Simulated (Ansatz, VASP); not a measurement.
# One calculation of InSb3, two programs

Contents of INCAR:

```
  PREC = Accurate
  ENCUT = 520
  EDIFF = 1E-6
  ISMEAR = -1
  SIGMA = 0.05
  LREAL = False
  LASPH = True
  NELM = 60
  ALGO = Normal
  ISIF = 2
  LWAVE = False
  LCHARG = False
  GGA = PE
  NBANDS = 22
```

File KPOINTS:

```
regular mesh
0
Gamma
  6 6 6
```

The input POSCAR:

```
InSb3
1.0
    0.0000000000      3.7945550000      3.7945550000
    3.7945550000      0.0000000000      3.7945550000
    3.7945550000      3.7945550000      0.0000000000
Sb In
3 1
Direct
    0.5054790000      0.5113180000      0.4848070000
    0.7513440000      0.7508040000      0.7319410000
    0.2428190000      0.2631560000      0.2466500000
   -0.0085640000     -0.0051780000      0.0091680000
```

File input.yaml:

```yaml
crystal:
  lattice:
    - [0.0, 3.794555, 3.794555]
    - [3.794555, 0.0, 3.794555]
    - [3.794555, 3.794555, 0.0]
  atoms:
    - { symbol: Sb, position: [0.505479, 0.511318, 0.484807] }
    - { symbol: Sb, position: [0.751344, 0.750804, 0.731941] }
    - { symbol: Sb, position: [0.242819, 0.263156, 0.24665] }
    - { symbol: In, position: [-0.008564, -0.005178, 0.009168] }
hamiltonian:
  xc: pbe
  pseudopotentials: { kind: paw }
kpoints:
  mp_grid: { grid: [6, 6, 6] }
scf:
  occupations: { method: fermi_dirac, width: 0.05 }
output:
  forces: true
  stress: true
  eigenvalues: true
```

Change from the starting cell: atoms moved at random, drawn with an rms of 0.05 Å.

Alike in both runs: task single point; functional PBE; k mesh 6 × 6 × 6; occupations fermi-dirac, width 0.05 eV; no spin polarisation.

|  | VASP | Ansatz |
| --- | --- | --- |
| version | VASP 6.6.1 | Ansatz 0.2.0 |
| potentials or method | VASP PAW PBE potentials, release 64 (Sb, In_d) | Ansatz PAW |
| plane-wave cutoff (eV) | 520 | 420 |
| valence electrons in the cell | 28 | 58 |

```csv
,VASP,Ansatz,Ansatz less VASP
gap on the k mesh at the Fermi level (eV),none,none,-
pressure (GPa),-0.2,-0.1,+0.10
"traceless stress, the component that is largest in VASP (GPa)",0.26,0.26,0.000
rms of the force components (eV/Å),0.085,0.085,0.0000
```

Atom by atom the forces differ by 0.000 eV/Å (rms over components). A gap of «none» marks a metal or a gap that the smearing closes. With one functional, cell and mesh, what is left measures potentials, basis and numerics. VASP's potentials hold 28 valence electrons a cell and Ansatz's 58, so a difference there can come from the potentials and not from the codes.

Spin-orbit coupling is off throughout.
